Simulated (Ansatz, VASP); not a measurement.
Two plane-wave programs on Si

```
Si
1.0
     2.64773    0.00000    0.00000
    -1.32386    2.29300    0.00000
     0.00000    0.00000    2.48736
Si
1
Direct
  0.00000 0.00000 0.00000
```

Alike in both runs: functional PBE; k mesh 24 × 24 × 22; occupations gaussian, width 0.1 eV; no spin polarisation.

Ansatz relaxed the structure, and its values are those at the end. VASP's run is a single point on that final structure, the one shown.

|  | VASP | Ansatz |
| --- | --- | --- |
| version | VASP 6.6.1 | Ansatz 0.2.0 |
| potentials or method | VASP PAW PBE potentials, release 64 (Si), cutoff 520 eV | scalar-relativistic, plane waves, PAW |
| valence electrons in the cell | 4 | 4 |

```tsv
	VASP	Ansatz	Ansatz less VASP
gap on the k mesh at the Fermi level (eV)	none	none	-
pressure (GPa)	0.0	0.0	+0.05
```

A gap of «none» marks a metal or a gap that the smearing closes.
